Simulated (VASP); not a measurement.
HfO2:

```xyz
3
Lattice="0.0000 2.5575 2.5575 2.5575 0.0000 2.5575 2.5575 2.5575 0.0000" Properties=species:S:1:pos:R:3 pbc="T T T"
Hf    0.0000    0.0000    0.0000
O     1.2788    1.2788    1.2788
O     3.8363    3.8363    3.8363
```

| Property | Result |
| --- | --- |
| Program | VASP 6.6.1 |
| Task | relaxation of cell and atoms |
| Functional | PBE |
| Dispersion | D3(BJ) |
| Potentials or basis | VASP PAW PBE potentials, release 64 (Hf_pv, O) |
| Cutoff | 600 eV |
| k mesh | 8 × 8 × 8 |
| Occupations | gaussian, width 0.01 eV |
| Spin | no spin polarisation |

At the start: pressure -9.8 GPa; volume 11.15 Å³/atom.

**Question.** How do energy, volume and symmetry change on relaxing?

**Answer.** Over 4 steps the energy falls by 14.1 meV/atom and the volume is 10.70 Å³/atom (-4.0 %); space group Fm-3m (No. 225, to 0.05 Å).

Step by step:
```
step  energy change (eV)  largest force (eV/Å)  pressure (GPa)  volume (Å³)
   1              0.0000                0.0000           -9.76        33.46
   2              0.0529                0.0000           17.48        30.27
   3             -0.0424                0.0000           -0.09        32.13
   4             -0.0424                0.0000            0.05        32.11
```

Final structure:
```
CELL_PARAMETERS angstrom
0.00000 2.52267 2.52267
2.52267 0.00000 2.52267
2.52267 2.52267 0.00000
ATOMIC_POSITIONS crystal
Hf 0.00000 0.00000 0.00000
O 0.25000 0.25000 0.25000
O 0.75000 0.75000 0.75000
```
